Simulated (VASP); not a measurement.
# CuSi8Ni8 (a cell with a defect) in VASP: single point with PBE

Aim: the single point of CuSi8Ni8 (a cell with a defect) with PBE.

Program: VASP 6.6.1. These are calculated values, not measurements. Logs are shortened: lines on timing, memory, paths and dates and some standing lists are left out, and cuts for length are marked.

## Step 1: The cell of the first run

The cell holds a defect, 17 atoms: a = 6.648 Å, b = 7.729 Å, c = 6.180 Å, α = 55.77°, β = 74.00°, γ = 50.23°.

## Step 2: Single point, PBE

INCAR reads:

```
SYSTEM = CuSi8Ni8
ALGO = Normal
EDIFF = 1E-6
ENCUT = 520
GGA = PE
ISIF = 2
ISMEAR = -1
LASPH = .TRUE.
LCHARG = .FALSE.
LREAL = Auto
LWAVE = .FALSE.
NBANDS = 76
NELM = 100
PREC = Accurate
SIGMA = 0.5
```

KPOINTS reads:

```
k-points
0
G
  4 4 4
  0 0 0
```

POSCAR reads:

```
CuSi8Ni8
1.0
    0.0000000000      3.3651339800      5.7333422500
    5.1836640600      0.0000000000      5.7333422500
    5.1836640600      3.3651339800      0.0000000000
Si Ni Cu
8 8 1
Direct
    0.2821234750      0.3068847950      0.5156602138
    0.8184687271      0.8731062003      0.8804790812
    0.2682518802      0.1660023281      0.0000990994
    0.6468034890      0.6535762328      0.6177262520
    0.1470797835      0.7545628840      0.5777065146
    0.7015952353      0.2368927819      0.0759423057
    0.3475044523      0.7518764542      0.9269508964
    0.7984763395      0.2574768438      0.4245073587
    0.2507838171      0.4571153145      0.0494618807
    0.6962524464      0.9642962501      0.4963761454
    0.2445844084      0.0550500675      0.4460026570
    0.8192123400      0.5135858197      0.9953368091
    0.0527514714      0.7865197233      0.2128712364
    0.5147302413      0.3126018441      0.7242251836
    0.4400157793      0.7269094989      0.2844700850
    0.9925653626      0.2002083638      0.7796398558
    0.8677063445      0.5838499445      0.3051025313
```

Potentials or basis: VASP PAW PBE potentials, release 64 (Si, Ni, Cu).

On the command line:

```
> cat potpaw_PBE.64/Si/POTCAR potpaw_PBE.64/Ni/POTCAR potpaw_PBE.64/Cu/POTCAR > POTCAR
> mpirun -np 1 vasp_std > vasp.out
```

OUTCAR:

```text
SYSTEM = CuSi8Ni8
   EDIFF = 1E-6
   ENCUT = 520
   GGA = PE
   ISIF = 2
   ISMEAR = -1
   LASPH = .TRUE.
   LREAL = Auto
   NELM = 100
   PREC = Accurate

 ion  position               nearest neighbor table
   1  0.282  0.307  0.516-  17 2.27  14 2.30  10 2.34  11 2.38  16 2.42   9 2.44  13 2.47   3 2.54
                             2 3.11   8 3.12
   2  0.818  0.873  0.880-  17 2.22  14 2.27  10 2.29   9 2.40  13 2.44  12 2.45   5 2.50   8 2.66
                             3 2.97   7 3.06   1 3.11  16 3.11
   3  0.268  0.166  0.000-  15 2.31  14 2.35   9 2.36  11 2.37  16 2.37  12 2.41   1 2.54   2 2.97
[... 15 lines left out ...]
  11  0.245  0.055  0.446-   4 2.27   8 2.30   3 2.37   1 2.38   5 2.45   7 2.46  16 2.57  15 2.65
                            10 2.68   9 2.68  17 2.80  12 2.95
  12  0.819  0.514  0.995-   4 2.23   8 2.28  17 2.41   3 2.41   7 2.42   2 2.45   6 2.48   9 2.70
                            15 2.79  10 2.82  16 2.86  11 2.95
  13  0.053  0.787  0.213-   7 2.23  17 2.32   5 2.34   6 2.38  15 2.43   2 2.44   1 2.47  10 2.61
                            16 2.62   9 2.67
  14  0.515  0.313  0.724-   8 2.26   2 2.27   1 2.30   5 2.35   3 2.35   6 2.40   9 2.54  15 2.61
                            16 2.77   4 2.97
  15  0.440  0.727  0.284-   5 2.25  17 2.31   3 2.31   7 2.33   4 2.39  13 2.43   8 2.48  14 2.61
                            11 2.65  12 2.79
  16  0.993  0.200  0.780-   6 2.26   7 2.36   4 2.36   3 2.37   1 2.42   8 2.53  17 2.55  11 2.57
                            13 2.62  14 2.77  12 2.86   2 3.11
  17  0.868  0.584  0.305-   4 2.19   2 2.22   1 2.27  15 2.31  13 2.32  12 2.41   9 2.50   8 2.51
                            16 2.55  11 2.80

  LATTYP: Found a face centered orthorhombic cell.
 ALAT       =     6.7302679600
 B/A-ratio  =     1.5404034701
 C/A-ratio  =     1.7037485830

  Lattice vectors:

 A1 = (   5.1836640600,   0.0000000000,  -5.7333422500)
 A2 = (   0.0000000000,   3.3651339800,  -5.7333422500)
 A3 = (   5.1836640600,   3.3651339800,   0.0000000000)

Analysis of symmetry for initial positions (statically):
=====================================================================
 Subroutine PRICEL returns:
 Original cell was already a primitive cell.

 Routine SETGRP: Setting up the symmetry group for a
 face centered orthorhombic supercell.

 Subroutine GETGRP returns: Found  1 space group operations
 (whereof  1 operations were pure point group operations)
 out of a pool of  8 trial point group operations.

The static configuration has the point symmetry C_1 .

Analysis of symmetry for dynamics (positions and initial velocities):
=====================================================================
 Subroutine PRICEL returns:
 Original cell was already a primitive cell.

 Routine SETGRP: Setting up the symmetry group for a
 face centered orthorhombic supercell.

 Subroutine GETGRP returns: Found  1 space group operations
 (whereof  1 operations were pure point group operations)
 out of a pool of  8 trial point group operations.

The dynamic configuration has the point symmetry C_1 .

 Subroutine INISYM returns: Found  1 space group operations
 (whereof  1 operations are pure point group operations),
 and found     1 'primitive' translations

----------------------------------------------------------------------------------------

                                     Primitive cell

  volume of cell :     200.0217

  direct lattice vectors                    reciprocal lattice vectors
     0.000000000  3.365133980  5.733342250    -0.096456868  0.148582494  0.087209167
     5.183664060  0.000000000  5.733342250     0.096456868 -0.148582494  0.087209167
     5.183664060  3.365133980  0.000000000     0.096456868  0.148582494 -0.087209167

  length of vectors
     6.647957586  7.729268170  6.180169884     0.197449041  0.197449041  0.197449041

  position of ions in fractional coordinates (direct lattice)
     0.282123475  0.306884795  0.515660214
     0.818468727  0.873106200  0.880479081
     0.268251880  0.166002328  0.000099099
     0.646803489  0.653576233  0.617726252
     0.147079783  0.754562884  0.577706515
     0.701595235  0.236892782  0.075942306
[... 9 lines left out ...]
     0.992565363  0.200208364  0.779639856
     0.867706345  0.583849945  0.305102531

  ion indices of the primitive-cell ions
   primitive index   ion index
                 1           1
                 2           2
                 3           3
                 4           4
                 5           5
                 6           6
[... 9 lines left out ...]
                16          16
                17          17

----------------------------------------------------------------------------------------

 KPOINTS: k-points

Automatic generation of k-mesh.
 Grid dimensions read from file:
 generate k-points for:    4    4    4

 Generating k-lattice:

  Cartesian coordinates                     Fractional coordinates (reciprocal lattice)
    -0.024114217  0.037145624  0.021802292     0.250000000  0.000000000  0.000000000
     0.024114217 -0.037145624  0.021802292     0.000000000  0.250000000  0.000000000
     0.024114217  0.037145624 -0.021802292    -0.000000000 -0.000000000  0.250000000

  Length of vectors
     0.049362260  0.049362260  0.049362260

  Shift w.r.t. Gamma in fractional coordinates (k-lattice)
     0.000000000  0.000000000  0.000000000

 Subroutine IBZKPT returns following result:
 ===========================================

 Found     36 irreducible k-points:

 Following reciprocal coordinates:
            Coordinates               Weight
  0.000000  0.000000  0.000000      1.000000
  0.250000  0.000000  0.000000      2.000000
  0.000000  0.000000  0.250000      2.000000
 -0.250000 -0.250000 -0.250000      2.000000
  0.000000  0.250000  0.000000      2.000000
  0.500000  0.000000  0.000000      1.000000
[... 16 lines left out ...]
 -0.250000  0.000000  0.250000      2.000000
  0.250000  0.500000  0.250000      2.000000
 [... further k-points ...]
   k-points           NKPTS =     36   k-points in BZ     NKDIM =     36   number of bands    NBANDS=     76
   number of dos      NEDOS =    301   number of ions     NIONS =     17
   total plane-waves  NPLWV = 144000
   dimension x,y,z NGX =    50 NGY =   60 NGZ =   48
   dimension x,y,z NGXF=   100 NGYF=  120 NGZF=   96
   ions per type =               8   8   1
   NGX,Y,Z   is equivalent  to a cutoff of  12.50, 12.91, 12.91 a.u.
   NGXF,Y,Z  is equivalent  to a cutoff of  25.01, 25.81, 25.82 a.u.
 SYSTEM =  CuSi8Ni8
   PREC   = accura    normal or accurate (medium, high low for compatibility)
   ISTART =      0    job   : 0-new  1-cont  2-samecut
   ICHARG =      2    charge: 1-file 2-atom 10-const
   ISPIN  =      1    spin polarized calculation?
   LNONCOLLINEAR =      F non collinear calculations
   LSORBIT =      F    spin-orbit coupling
   LASPH  =      T    aspherical Exc in radial PAW
   ENCUT  =  520.0 eV  38.22 Ry    6.18 a.u.  12.36 14.37 11.49*2*pi/ulx,y,z
   NELM   =    100;   NELMIN=  2; NELMDL= -5     # of ELM steps
   EDIFF  = 0.1E-05   stopping-criterion for ELM
   LREAL  =      T    real-space projection
   EDIFFG = 0.1E-04   stopping-criterion for IOM
   NSW    =      0    number of steps for IOM
   IBRION =     -1    ionic relax: 0-MD 1-quasi-New 2-CG
   NFREE  =      0    steps in history (QN), initial steepest desc. (CG)
   ISIF   =      2    stress and relaxation
   ISYM   =      2    0-nonsym 1-usesym 2-fastsym
   POTIM  = 0.5000    time-step for ionic-motion
   TEBEG  =    0.0;   TEEND  =   0.0 temperature during run
   PSTRESS=    0.0 pullay stress
   NELECT =     123.0000    total number of electrons
   NUPDOWN=      -1.0000    fix difference up-down
   EMIN   =  10.00;   EMAX   =-10.00  energy-range for DOS
   EFERMI =   0.00;   METHOD = LEGACY
   ISMEAR =    -1;   SIGMA  =   0.50  broadening in eV -4-tet -1-fermi 0-gaus
   EFERMI_NEDOS =   21; number of points for ismear=-14 and -15
   IALGO  =     38    algorithm
   IMIX   =      4    mixing-type and parameters
     AMIX     =   0.40;   BMIX     =  1.00
     AMIX_MAG =   1.60;   BMIX_MAG =  1.00
  volume/ion in A,a.u.               =      11.77        79.40
  Fermi-wavevector in a.u.,A,eV,Ry     =   1.392144  2.630771 26.368976  1.938065
  Thomas-Fermi vector in A             =   2.515915
   LORBIT       =      0    0 simple, 1 ext, 2 COOP (PROOUT), +10 PAW based schemes
   GGA     = PE    functional components
   LHFCALC =     F    Hartree Fock is set to
   AEXX    =    0.0000 exact exchange contribution
   IVDW    =     0    specifies the selected vdW correction
   LEPSILON=     F    determine dielectric tensor
   LRPA    =     F    only Hartree local field effects (RPA)
 non-spin polarized calculation
  energy-cutoff  :      520.00
  volume of cell :      200.02
 maximum number of plane-waves:      5411
 NGX is ok and might be reduce to    50
   NGX = 25   NGY = 29   NGZ = 23

 number of electron     123.0000005 magnetization

 Free energy of the ion-electron system (eV)
  ---------------------------------------------------
  ext. energy  EPLUGINS =         0.00000000
  ---------------------------------------------------
  free energy    TOTEN  =       -99.07048949 eV

  energy without entropy =      -92.90196415  energy(sigma->0) =      -95.98622682

 E-fermi :  10.7568     XC(G=0): -12.3750

 val. band max:       10.7558381882   @ k =   0.2500   0.0000   0.0000
 cond. band min:      10.7724891531   @ k =  -0.2500  -0.2500  -0.2500
 fundamental gap:      0.0166509648
 Fermi energy:        10.7567701629

 k-point     1 :       0.0000    0.0000    0.0000
  band No.  band energies     occupation
      1      -2.5981      2.00000
      2       0.5684      2.00000
      3       0.9763      2.00000
      4       1.5326      2.00000
      5       2.1235      2.00000
      6       2.3627      2.00000
[... 1813 lines left out ...]
     72      13.8333      0.00424
     73      14.1074      0.00246

 [... further k-points ...]

 [bands above 73 left out]

------------------------ aborting loop because EDIFF is reached ----------------------------------------

  FORCE on cell =-STRESS in cart. coord.  units (eV):
  Direction    XX          YY          ZZ          XY          YZ          ZX
  --------------------------------------------------------------------------------------
  -------------------------------------------------------------------------------------
  Total       15.5444942     14.1592898     15.4146246      1.9318400      1.7923556     -5.7468171
  in kB      124.5116840    113.4161711    123.4714256     15.4740739     14.3568011    -46.0321102
  external PRESSURE =     120.4664269 kB  Pullay stress =       0.0000000 kB

 VOLUME and BASIS-vectors are now :
 -----------------------------------------------------------------------------
  energy-cutoff  :      520.00
  volume of cell :      200.02
      direct lattice vectors                 reciprocal lattice vectors
     0.000000000  3.365133980  5.733342250    -0.096456868  0.148582494  0.087209167
     5.183664060  0.000000000  5.733342250     0.096456868 -0.148582494  0.087209167
     5.183664060  3.365133980  0.000000000     0.096456868  0.148582494 -0.087209167

 POSITION                                       TOTAL-FORCE (eV/Angst)
 -----------------------------------------------------------------------------------
      4.26380      2.68465      3.37699        -0.029214      0.211286      0.159923
      9.09000      5.71719      9.69838         0.171511     -0.051675     -0.194370
      0.86101      0.90304      2.48973         0.012192      0.012284      0.098906
      6.59000      4.25531      7.45552         0.022019     -0.219033      0.117420
      6.90604      2.43900      5.16943         0.101346     -0.034231      0.008413
      1.62163      2.61652      5.38067         0.087841     -0.065832      0.007211
[... 9 lines left out ...]
      5.07920      5.96371      6.83858         0.094736      0.002170      0.105535
      4.60803      3.94666      8.32227        -0.720218      0.604135     -0.397388
 -----------------------------------------------------------------------------------
    total drift:                                0.006340     -0.005841     -0.005746

  FREE ENERGIE OF THE ION-ELECTRON SYSTEM (eV)
  ---------------------------------------------------
  free  energy   TOTEN  =       -99.0704894879 eV

  energy  without entropy=      -92.9019641481  energy(sigma->0) =      -95.98622682
```

It took 44 min on 1 thread of Intel Xeon 8259CL, shared host; peak memory 0.59 GiB.

Results:

```yaml
Free_energy: -99.0705 eV
Pressure: 12.0 GPa
Largest_force: 1.021 eV/Å
Band_gap_on_the_k_mesh: zero (an odd number of electrons rules out a gap without spin polarisation)
```

Forces in eV/Å, atoms in the order of the input:
```
Si  -0.029  0.211  0.160
Si   0.172 -0.052 -0.194
Si   0.012  0.012  0.099
Si   0.022 -0.219  0.117
Si   0.101 -0.034  0.008
Si   0.088 -0.066  0.007
Si   0.027 -0.077 -0.028
Si   0.048 -0.028 -0.061
Ni   0.026 -0.047  0.038
Ni   0.021  0.002  0.049
Ni   0.106 -0.060  0.042
Ni  -0.165 -0.081 -0.095
Ni   0.077 -0.083 -0.053
Ni   0.076 -0.001  0.105
Ni   0.044 -0.085  0.098
Ni   0.095  0.002  0.106
Cu  -0.720  0.604 -0.397
```

Levels at points of the mesh, in eV from the Fermi level:
| k point | band 58 | band 59 | band 60 | band 61 | band 62 | band 63 | band 64 | band 65 | band 66 | band 67 |
| --- | --- | --- | --- | --- | --- | --- | --- | --- | --- | --- |
| (0.00, 0.00, 0.00) | -1.56 | -1.33 | -0.96 | -0.49 | -0.25 | 0.69 | 1.64 | 1.98 | 2.40 | 2.62 |
| (0.50, 0.00, 0.00) | -1.08 | -1.00 | -0.86 | -0.60 | -0.33 | 0.11 | 0.37 | 0.47 | 0.98 | 1.17 |
| (0.00, 0.00, 0.50) | -1.07 | -1.01 | -0.80 | -0.53 | -0.41 | 0.03 | 0.37 | 0.55 | 0.89 | 1.66 |
| (0.50, 0.50, 0.50) | -1.15 | -1.05 | -0.90 | -0.53 | -0.34 | -0.09 | -0.03 | 0.84 | 0.98 | 1.27 |
| (0.00, 0.50, 0.00) | -1.15 | -0.89 | -0.70 | -0.57 | -0.46 | -0.21 | 0.02 | 0.60 | 1.05 | 1.44 |
| (0.50, 0.50, 0.00) | -1.59 | -1.40 | -0.75 | -0.44 | -0.31 | -0.19 | 0.34 | 0.56 | 0.83 | 1.55 |
| (0.50, 0.00, 0.50) | -1.33 | -1.08 | -0.85 | -0.73 | 0.21 | 0.64 | 1.30 | 1.52 | 1.70 | 1.77 |
| (0.00, 0.50, 0.50) | -1.50 | -1.32 | -0.39 | 0.00 | 0.70 | 0.76 | 0.85 | 1.12 | 1.20 | 1.40 |

Caveat: so wide a smearing shifts energies and pressures; an odd number of electrons without spin polarisation forces a metal; a magnetic or distorted state may lie lower. Spin polarisation is off, so any magnetic state and its effect on volume and gap are missing.
